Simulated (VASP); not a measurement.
# Ti2C (R-3m) in VASP: further runs

Runs on Ti2C. Level: PBEsol. Tasks: relaxation of shape and atoms at fixed volume, single point.

Program: VASP 6.6.1. These are calculated values, not measurements. Logs are shortened: lines on timing, memory, paths and dates and some standing lists are left out, and cuts for length are marked.

**1. The cell of the first run**

Symmetry: R-3m, No. 166, trigonal system. Conventional cell: a = 2.996 Å, b = 2.996 Å, c = 13.977 Å, α = 90.00°, β = 90.00°, γ = 120.00°. Within 2.7 Å of Ti (site symmetry 3m) lie 3 C at 2.06 Å. C (site symmetry -3m) has 6 Ti at 2.06 Å within 2.7 Å.

**2. Relaxation of shape and atoms at fixed volume, PBEsol (12.07 Å³/atom)**

Input file INCAR:

```
ALGO = Normal
EDIFF = 1E-7
EDIFFG = -0.01
ENCUT = 600
GGA = PS
IBRION = 2
ISIF = 4
ISMEAR = 0
LASPH = True
LCHARG = False
LREAL = False
LWAVE = False
NELM = 80
NSW = 50
PREC = Accurate
SIGMA = 0.1
```

Input file KPOINTS:

```
k-points
0
Gamma
  18 18 18
```

Input file POSCAR:

```
Ti2C
1.0
    1.4978554401      0.8647872416      4.6590230163
   -1.4978554401      0.8647872416      4.6590230163
    0.0000000000     -1.7295744831      4.6590230163
Ti C
2 1
Direct
    0.2470045571      0.2470045571      0.2470045571
    0.7529954429      0.7529954429      0.7529954429
    0.5000000000      0.5000000000      0.5000000000
```

Potentials or basis: VASP PAW PBE potentials, release 64 (Ti_sv, C).

Started as:

```
$ cat potpaw_PBE.64/Ti_sv/POTCAR potpaw_PBE.64/C/POTCAR > POTCAR
$ mpirun -np 1 vasp_std > vasp.out
```

OUTCAR:

```text
EDIFF = 1E-7
   EDIFFG = -0.01
   ENCUT = 600
   GGA = PS
   IBRION = 2
   ISIF = 4
   ISMEAR = 0
   LASPH = True
   LREAL = False
   NELM = 80
   NSW = 50
   PREC = Accurate

 ion  position               nearest neighbor table
   1  0.247  0.247  0.247-   3 2.06   3 2.06   3 2.06   2 2.83   2 2.83   2 2.83
   2  0.753  0.753  0.753-   3 2.06   3 2.06   3 2.06   1 2.83   1 2.83   1 2.83
   3  0.500  0.500  0.500-   1 2.06   1 2.06   2 2.06   2 2.06   1 2.06   2 2.06

  LATTYP: Found a trigonal (rhomboedric) cell.
 ALAT       =     4.9697005301
 COS(alpha) =     0.8183190638

  Lattice vectors:

 A1 = (   1.4978554401,   0.8647872416,   4.6590230163)
 A2 = (  -1.4978554401,   0.8647872416,   4.6590230163)
 A3 = (   0.0000000000,  -1.7295744831,   4.6590230163)

Analysis of symmetry for initial positions (statically):
=====================================================================
 Subroutine PRICEL returns:
 Original cell was already a primitive cell.

 Routine SETGRP: Setting up the symmetry group for a
 trigonal (rhombohedral) supercell.

 Subroutine GETGRP returns: Found 12 space group operations
 (whereof 12 operations were pure point group operations)
 out of a pool of 12 trial point group operations.

The static configuration has the point symmetry D_3d.

Analysis of symmetry for dynamics (positions and initial velocities):
=====================================================================
 Subroutine PRICEL returns:
 Original cell was already a primitive cell.

 Routine SETGRP: Setting up the symmetry group for a
 trigonal (rhombohedral) supercell.

 Subroutine GETGRP returns: Found 12 space group operations
 (whereof 12 operations were pure point group operations)
 out of a pool of 12 trial point group operations.

The dynamic configuration has the point symmetry D_3d.

 Subroutine INISYM returns: Found 12 space group operations
 (whereof 12 operations are pure point group operations),
 and found     1 'primitive' translations

----------------------------------------------------------------------------------------

                                     Primitive cell

  volume of cell :      36.2097

  direct lattice vectors                    reciprocal lattice vectors
     1.497855440  0.864787242  4.659023016     0.333810585  0.192725631  0.071545758
    -1.497855440  0.864787242  4.659023016    -0.333810585  0.192725631  0.071545758
     0.000000000 -1.729574483  4.659023016     0.000000000 -0.385451262  0.071545758

  length of vectors
     4.969700530  4.969700530  4.969700530     0.392035037  0.392035037  0.392035037

  position of ions in fractional coordinates (direct lattice)
     0.247004557  0.247004557  0.247004557
     0.752995443  0.752995443  0.752995443
     0.500000000  0.500000000  0.500000000

  ion indices of the primitive-cell ions
   primitive index   ion index
                 1           1
                 2           2
                 3           3

----------------------------------------------------------------------------------------

 KPOINTS: k-points

Automatic generation of k-mesh.
 Grid dimensions read from file:
 generate k-points for:   18   18   18

 Generating k-lattice:

  Cartesian coordinates                     Fractional coordinates (reciprocal lattice)
     0.018545032  0.010706979  0.003974764     0.055555556  0.000000000  0.000000000
    -0.018545032  0.010706979  0.003974764     0.000000000  0.055555556  0.000000000
     0.000000000 -0.021413959  0.003974764     0.000000000  0.000000000  0.055555556

  Length of vectors
     0.021779724  0.021779724  0.021779724

  Shift w.r.t. Gamma in fractional coordinates (k-lattice)
     0.000000000  0.000000000  0.000000000

 Subroutine IBZKPT returns following result:
 ===========================================

 Found    580 irreducible k-points:

 Following reciprocal coordinates:
            Coordinates               Weight
  0.000000  0.000000  0.000000      1.000000
  0.055556  0.000000 -0.000000      6.000000
  0.111111  0.000000 -0.000000      6.000000
  0.166667  0.000000 -0.000000      6.000000
  0.222222  0.000000  0.000000      6.000000
  0.277778  0.000000  0.000000      6.000000
[... 16 lines left out ...]
 -0.277778  0.055556 -0.000000     12.000000
 -0.222222  0.055556 -0.000000     12.000000
 [... further k-points ...]
   k-points           NKPTS =    580   k-points in BZ     NKDIM =    580   number of bands    NBANDS=     18
   number of dos      NEDOS =    301   number of ions     NIONS =      3
   total plane-waves  NPLWV =  64000
   dimension x,y,z NGX =    40 NGY =   40 NGZ =   40
   dimension x,y,z NGXF=    80 NGYF=   80 NGZF=   80
   ions per type =               2   1
   NGX,Y,Z   is equivalent  to a cutoff of  13.38, 13.38, 13.38 a.u.
   NGXF,Y,Z  is equivalent  to a cutoff of  26.76, 26.76, 26.76 a.u.
 SYSTEM =  unknown system
   PREC   = accura    normal or accurate (medium, high low for compatibility)
   ISTART =      0    job   : 0-new  1-cont  2-samecut
   ICHARG =      2    charge: 1-file 2-atom 10-const
   ISPIN  =      1    spin polarized calculation?
   LNONCOLLINEAR =      F non collinear calculations
   LSORBIT =      F    spin-orbit coupling
   LASPH  =      T    aspherical Exc in radial PAW
   ENCUT  =  600.0 eV  44.10 Ry    6.64 a.u.   9.93  9.93  9.93*2*pi/ulx,y,z
   NELM   =     80;   NELMIN=  2; NELMDL= -5     # of ELM steps
   EDIFF  = 0.1E-06   stopping-criterion for ELM
   LREAL  =      F    real-space projection
   EDIFFG = -.1E-01   stopping-criterion for IOM
   NSW    =     50    number of steps for IOM
   IBRION =      2    ionic relax: 0-MD 1-quasi-New 2-CG
   NFREE  =      1    steps in history (QN), initial steepest desc. (CG)
   ISIF   =      4    stress and relaxation
   ISYM   =      2    0-nonsym 1-usesym 2-fastsym
   POTIM  = 0.5000    time-step for ionic-motion
   TEBEG  =    0.0;   TEEND  =   0.0 temperature during run
   PSTRESS=    0.0 pullay stress
   NELECT =      28.0000    total number of electrons
   NUPDOWN=      -1.0000    fix difference up-down
   EMIN   =  10.00;   EMAX   =-10.00  energy-range for DOS
   EFERMI =   0.00;   METHOD = LEGACY
   ISMEAR =     0;   SIGMA  =   0.10  broadening in eV -4-tet -1-fermi 0-gaus
   EFERMI_NEDOS =   21; number of points for ismear=-14 and -15
   IALGO  =     38    algorithm
   IMIX   =      4    mixing-type and parameters
     AMIX     =   0.40;   BMIX     =  1.00
     AMIX_MAG =   1.60;   BMIX_MAG =  1.00
  volume/ion in A,a.u.               =      12.07        81.45
  Fermi-wavevector in a.u.,A,eV,Ry     =   1.502631  2.839561 30.720603  2.257901
  Thomas-Fermi vector in A             =   2.613847
   LORBIT       =      0    0 simple, 1 ext, 2 COOP (PROOUT), +10 PAW based schemes
   GGA     = PS    functional components
   LHFCALC =     F    Hartree Fock is set to
   AEXX    =    0.0000 exact exchange contribution
   IVDW    =     0    specifies the selected vdW correction
   LEPSILON=     F    determine dielectric tensor
   LRPA    =     F    only Hartree local field effects (RPA)
 conjugate gradient relaxation of ions
 non-spin polarized calculation
 Gauss-broadening in eV      SIGMA  =   0.10
  energy-cutoff  :      600.00
  volume of cell :       36.21
 maximum number of plane-waves:      1230
   NGX = 19   NGY = 19   NGZ = 19

--------------------------------------- Ionic step        1  -------------------------------------------

 number of electron      28.0000000 magnetization

 Free energy of the ion-electron system (eV)
  ---------------------------------------------------
  ext. energy  EPLUGINS =         0.00000000
  ---------------------------------------------------
  free energy    TOTEN  =       -28.35292072 eV

  energy without entropy =      -28.34487097  energy(sigma->0) =      -28.34889585

------------------------ aborting loop because EDIFF is reached ----------------------------------------

  FORCE on cell =-STRESS in cart. coord.  units (eV):
  Direction    XX          YY          ZZ          XY          YZ          ZX
  --------------------------------------------------------------------------------------
  -------------------------------------------------------------------------------------
  Total        2.7016590      2.7016590      2.6401896      0.0000000      0.0000000      0.0000000
  in kB      119.5407116    119.5407116    116.8208652      0.0000000      0.0000000      0.0000000
  external PRESSURE =     118.6340961 kB  Pullay stress =       0.0000000 kB
[... 133 lines left out ...]
  energy  without entropy=      -28.3518891551  energy(sigma->0) =      -28.35583733

--------------------------------------- Ionic step        5  -------------------------------------------

 number of electron      28.0000002 magnetization

 Free energy of the ion-electron system (eV)
  ---------------------------------------------------
  ext. energy  EPLUGINS =         0.00000000
  ---------------------------------------------------
  free energy    TOTEN  =       -28.35980111 eV

  energy without entropy =      -28.35190082  energy(sigma->0) =      -28.35585097

 E-fermi :   9.2109     XC(G=0): -12.4353

 val. band max:        9.2106222518   @ k =   0.3889   0.2778   0.2222
 cond. band min:       9.2109659385   @ k =   0.4444   0.3333   0.3333
 fundamental gap:      0.0003436867
 Fermi energy:         9.2108738101

 k-point     1 :       0.0000    0.0000    0.0000
  band No.  band energies     occupation
      1     -47.0916      2.00000
      2     -46.9487      2.00000
      3     -23.8686      2.00000
      4     -23.2105      2.00000
      5     -23.2105      2.00000
      6     -23.1132      2.00000
[... 10 lines left out ...]
     17      11.3843      0.00000
     18      11.3843      0.00000
[... 466 lines left out ...]
      2     -46.9368      2.00000
      3     -23.7338      2.00000
      4     -23.4222      2.00000
      5     -23.3578      2.00000
      6     -23.2622      2.00000
[... 10 lines left out ...]
     17      10.9009      0.00000
     18      11.7782      0.00000

 [... further k-points ...]
[... 5 lines left out ...]
  --------------------------------------------------------------------------------------
  -------------------------------------------------------------------------------------
  Total        2.2769120      2.2769120      2.2820204      0.0000000      0.0000000     -0.0000000
  in kB      100.7468665    100.7468665    100.9728994      0.0000000      0.0000000     -0.0000000
  external PRESSURE =     100.8222108 kB  Pullay stress =       0.0000000 kB
[... 18 lines left out ...]
  FREE ENERGIE OF THE ION-ELECTRON SYSTEM (eV)
  ---------------------------------------------------
  free  energy   TOTEN  =       -28.3598011082 eV

  energy  without entropy=      -28.3519008231  energy(sigma->0) =      -28.35585097

 reached required accuracy - stopping structural energy minimisation
```

Run time: 22 min. Hardware: 1 thread of Intel Xeon 6975P-C (Granite Rapids), shared host; peak memory 0.59 GiB.

Results:

```yaml
Free_energy: -28.3598 eV
Energy_gained_by_relaxing: 2.3 meV/atom
Ionic_steps: 5
Pressure_after_relaxing: 10.1 GPa
Band_gap_on_the_k_mesh: zero (bands 14 and 15 overlap by 1.09 eV)
```

Forces in eV/Å, atoms in the order of the input:
```
Ti   0.000  0.000  0.003
Ti   0.000  0.000 -0.003
C    0.000  0.000  0.000
```

The path:
| step | energy change (eV) | largest force (eV/Å) | pressure (GPa) | volume (Å³) |
| --- | --- | --- | --- | --- |
| 1 | 0.0000 | 0.3957 | 11.86 | 36.21 |
| 2 | -0.0064 | 0.0676 | 9.90 | 36.21 |
| 3 | -0.0066 | 0.0031 | 10.16 | 36.21 |
| 4 | -0.0069 | 0.0014 | 10.11 | 36.21 |
| 5 | -0.0069 | 0.0026 | 10.08 | 36.21 |

Final structure:
```yaml
crystal:
  lattice:
    - [1.50054, 0.86634, 4.64236]
    - [-1.50054, 0.86634, 4.64236]
    - [0.00000, -1.73268, 4.64236]
  atoms:
    - { symbol: Ti, position: [0.24823, 0.24823, 0.24823] }
    - { symbol: Ti, position: [0.75177, 0.75177, 0.75177] }
    - { symbol: C, position: [0.50000, 0.50000, 0.50000] }
```

Caveat: the PAW data sets were made with another functional, which shifts forces and pressure a little.

**3. Single point, PBEsol**

This run uses another cell than the first one, of 10.01 Å³/atom.

Input file INCAR:

```
  ALGO = Normal
  EDIFF = 1E-7
  ENCUT = 520
  GGA = PS
  ISIF = 2
  ISMEAR = 0
  LASPH = True
  LCHARG = True
  LELF = True
  LREAL = False
  LVHAR = True
  LWAVE = False
  NBANDS = 21
  NELM = 80
  PREC = Accurate
  SIGMA = 0.1
```

KPOINTS is that of step 2.

Input file POSCAR:

```
Ti2C
1.0
    1.4261895153      0.8234109006      4.2636280047
   -1.4261895153      0.8234109006      4.2636280047
    0.0000000000     -1.6468218012      4.2636280047
Ti C
2 1
Direct
    0.2539845258      0.2539845258      0.2539845258
    0.7460154742      0.7460154742      0.7460154742
    0.5000000000      0.5000000000      0.5000000000
```

Potentials or basis: VASP PAW PBE potentials, release 64 (Ti_sv, C).

Started as:

```
$ cat potpaw_PBE.64/Ti_sv/POTCAR potpaw_PBE.64/C/POTCAR > POTCAR
$ mpirun -np 1 vasp_std > vasp.out
```

OUTCAR:

```text
EDIFF = 1E-7
   ENCUT = 520
   GGA = PS
   ISIF = 2
   ISMEAR = 0
   LASPH = True
   LREAL = False
   NELM = 80
   PREC = Accurate

 ion  position               nearest neighbor table
   1  0.254  0.254  0.254-   3 1.99   3 1.99   3 1.99   2 2.61   2 2.61   2 2.61   2 2.78   2 2.78
                             2 2.78
   2  0.746  0.746  0.746-   3 1.99   3 1.99   3 1.99   1 2.61   1 2.61   1 2.61   1 2.78   1 2.78
                             1 2.78
   3  0.500  0.500  0.500-   1 1.99   1 1.99   2 1.99   2 1.99   1 1.99   2 1.99

  LATTYP: Found a trigonal (rhomboedric) cell.
 ALAT       =     4.5706176615
 COS(alpha) =     0.8052691823

  Lattice vectors:

 A1 = (   1.4261895153,   0.8234109006,   4.2636280047)
 A2 = (  -1.4261895153,   0.8234109006,   4.2636280047)
 A3 = (   0.0000000000,  -1.6468218012,   4.2636280047)

Analysis of symmetry for initial positions (statically):
[... 171 lines left out ...]
  ---------------------------------------------------
  free energy    TOTEN  =       -27.13492663 eV

  energy without entropy =      -27.12909238  energy(sigma->0) =      -27.13200951

 E-fermi :  11.5270     XC(G=0): -13.4531

 val. band max:       11.5261474193   @ k =   0.4444   0.2778   0.2222
 cond. band min:      11.5282243499   @ k =  -0.1111   0.2778   0.0556
 fundamental gap:      0.0020769306
 Fermi energy:        11.5270488234

 k-point     1 :       0.0000    0.0000    0.0000
  band No.  band energies     occupation
      1     -44.4625      2.00000
      2     -44.1228      2.00000
      3     -21.5731      2.00000
      4     -20.4455      2.00000
      5     -20.4455      2.00000
      6     -20.2313      2.00000
[... 565 lines left out ...]
     20      15.9796      0.00000
     21      18.0931      0.00000

 [... further k-points ...]

------------------------ aborting loop because EDIFF is reached ----------------------------------------

  FORCE on cell =-STRESS in cart. coord.  units (eV):
  Direction    XX          YY          ZZ          XY          YZ          ZX
  --------------------------------------------------------------------------------------
  -------------------------------------------------------------------------------------
  Total       11.1993815     11.1993815     11.2108727      0.0000000      0.0000000      0.0000000
  in kB      597.2830840    597.2830840    597.8959288      0.0000000      0.0000000      0.0000000
  external PRESSURE =     597.4873656 kB  Pullay stress =       0.0000000 kB

 VOLUME and BASIS-vectors are now :
 -----------------------------------------------------------------------------
  energy-cutoff  :      520.00
  volume of cell :       30.04
      direct lattice vectors                 reciprocal lattice vectors
     1.426189515  0.823410901  4.263628005     0.350584543  0.202410080  0.078180679
    -1.426189515  0.823410901  4.263628005    -0.350584543  0.202410080  0.078180679
     0.000000000 -1.646821801  4.263628005     0.000000000 -0.404820161  0.078180679

 POSITION                                       TOTAL-FORCE (eV/Angst)
 -----------------------------------------------------------------------------------
      0.00000      0.00000      3.24869         0.000000     -0.000000      0.032853
      0.00000      0.00000      9.54220         0.000000     -0.000000     -0.032853
      0.00000      0.00000      6.39544         0.000000      0.000000      0.000000
 -----------------------------------------------------------------------------------
    total drift:                                0.000000     -0.000000      0.000000

  FREE ENERGIE OF THE ION-ELECTRON SYSTEM (eV)
  ---------------------------------------------------
  free  energy   TOTEN  =       -27.1349266322 eV

  energy  without entropy=      -27.1290923798  energy(sigma->0) =      -27.13200951
```

OSZICAR:

```text
N       E                     dE             d eps       ncg     rms          rms(c)
DAV:   1     0.312698114938E+03    0.31270E+03   -0.14612E+04 24584   0.173E+03
DAV:   2     0.417174550356E+01   -0.30853E+03   -0.29852E+03 25085   0.476E+02
DAV:   3    -0.316586500120E+02   -0.35830E+02   -0.35231E+02 40469   0.141E+02
DAV:   4    -0.336425660971E+02   -0.19839E+01   -0.19759E+01 30027   0.315E+01
DAV:   5    -0.337209102035E+02   -0.78344E-01   -0.78335E-01 34670   0.543E+00    0.276E+01
DAV:   6    -0.272735933878E+02    0.64473E+01   -0.48025E+01 31915   0.596E+01    0.803E+00
DAV:   7    -0.270857600536E+02    0.18783E+00   -0.28047E+00 36815   0.174E+01    0.597E+00
DAV:   8    -0.271270386603E+02   -0.41279E-01   -0.27323E-01 31601   0.459E+00    0.807E-01
DAV:   9    -0.271318471228E+02   -0.48085E-02   -0.53849E-02 37525   0.189E+00    0.630E-01
DAV:  10    -0.271351279610E+02   -0.32808E-02   -0.11667E-02 27464   0.115E+00    0.108E-01
DAV:  11    -0.271349415844E+02    0.18638E-03   -0.92086E-04 37347   0.346E-01    0.765E-02
DAV:  12    -0.271349304730E+02    0.11111E-04   -0.10971E-04 27076   0.102E-01    0.126E-02
DAV:  13    -0.271349266149E+02    0.38581E-05   -0.56229E-06 37489   0.215E-02    0.479E-03
DAV:  14    -0.271349265619E+02    0.53057E-07   -0.11891E-06 35899   0.152E-02    0.185E-03
DAV:  15    -0.271349266322E+02   -0.70341E-07   -0.89479E-08 15865   0.357E-03
   1 F= -.27134927E+02 E0= -.27132010E+02  d E =-.583425E-02
```

Wall time 18 min (1 thread of Intel Xeon 8259CL, shared host); peak memory 0.46 GiB.

What came out:

| Property | Result |
| --- | --- |
| Free energy | -27.1349 eV |
| Pressure | 59.7 GPa |
| Largest force | 0.033 eV/Å |
| Band gap on the k mesh | zero (bands 14 and 15 overlap by 1.06 eV) |

Forces on the atoms (eV/Å):
```
Ti   0.000  0.000  0.033
Ti   0.000  0.000 -0.033
C    0.000  0.000  0.000
```

Caveat: the cell stands under pressure; the PAW data sets were made with another functional, which shifts forces and pressure a little.

(Continued in part 2 of 2.)
